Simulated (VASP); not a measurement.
TaN, 2 atoms in the cell. Symmetry: Fm-3m, No. 225, cubic system. The conventional cell has a = 4.417 Å, b = 4.417 Å, c = 4.417 Å, α = 90.00°, β = 90.00°, γ = 90.00°. Within 2.9 Å of Ta (site symmetry m-3m) lie 6 N at 2.21 Å. N (site symmetry m-3m) has 6 Ta at 2.21 Å within 2.9 Å. 

* Program: VASP 6.6.1
* Task: single point
* Functional: PBE
* Potentials or basis: VASP PAW PBE potentials, release 64 (Ta_pv, N)
* Cutoff: 520 eV
* k mesh: 16 × 16 × 16
* Occupations: gaussian, width 0.1 eV
* Spin: no spin polarisation
* Dipole correction: no
* Further INCAR settings: ALGO = Normal; EDIFF = 1e-07; NBANDS = 15

Potentials or basis: VASP PAW PBE potentials, release 64 (Ta_pv, N).

Run with:

```sh
$ cat potpaw_PBE.64/Ta_pv/POTCAR potpaw_PBE.64/N/POTCAR > POTCAR
$ mpirun -np 1 vasp_std > vasp.out
```

Hardware: 1 thread of Intel(R) Xeon(R) 6975P-C (Granite Rapids), with other jobs on the host.

**Question.** How long does it take, and how much memory?

**Answer.** It took 14 s on 1 thread of Intel(R) Xeon(R) 6975P-C (Granite Rapids) (shared host), peak memory 0.17 GiB. Counts: scf iterations 14, k points 145.
